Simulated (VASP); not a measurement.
Wanted: the native input for a VASP 6.6.1 run.

```yaml
Task: single point
Functional: PBE
Potentials_or_basis: VASP PAW PBE potentials, release 64 (Pr_3, Pb_d), 4f in core
Cutoff: 500 eV
k_mesh: 4 × 4 × 4
Occupations: gaussian, width 0.1 eV
Spin: no spin polarisation
Dipole_correction: no
Mended: yes
Further_INCAR_settings: ALGO = Normal; EDIFF = 1e-06; NBANDS = 50
```

The structure of PrPb5 lies in POSCAR:

```
PrPb5
1.0
    0.0000000000      4.6022970448      4.6022970448
    4.6022970448      0.0000000000      4.6022970448
    4.6022970448      4.6022970448      0.0000000000
Pr Pb
1 5
Direct
    0.5000000000      0.5000000000      0.5000000000
    0.1249866298      0.6250401105      0.1249866298
    0.1249866298      0.1249866298      0.1249866298
    0.6250401105      0.1249866298      0.1249866298
    0.1249866298      0.1249866298      0.6250401105
    0.7500000000      0.7500000000      0.7500000000
```

The cell was built from a structure type or drawn by symmetry, and may not be a known phase.

These files were run (other wordings do the same):

INCAR

```
SYSTEM = PrPb5
  PREC = Accurate
  ENCUT = 500
  EDIFF = 1E-6
  ISMEAR = 0
  SIGMA = 0.1
  LREAL = .FALSE.
  LASPH = .TRUE.
  NELM = 200
  ALGO = Normal
  ISIF = 2
  LWAVE = .FALSE.
  LCHARG = .FALSE.
  GGA = PE
  NBANDS = 50
  GGA_COMPAT = .FALSE.
  LMAXMIX = 6
```

KPOINTS

```
Automatic mesh
0
G
  4 4 4
  0 0 0
```

Potentials or basis: VASP PAW PBE potentials, release 64 (Pr_3, Pb_d), 4f in core.

The run is started by

```bash
$ cat potpaw_PBE.64/Pr_3/POTCAR potpaw_PBE.64/Pb_d/POTCAR > POTCAR
$ mpirun -np 1 vasp_std > vasp.out
```

Results of the run:

```json
{
 "Pressure": "0.3 GPa",
 "Band gap on the k mesh": "zero (an odd number of electrons rules out a gap without spin polarisation)"
}
```

Caveat: spin-orbit coupling is left out, which moves the levels of the heavy elements; the 4f electrons are frozen in the core, so they carry no moment and show no levels.

Wall time 46 s on 1 thread of Intel(R) Xeon(R) 6975P-C (Granite Rapids) (shared host), peak memory 0.33 GiB.
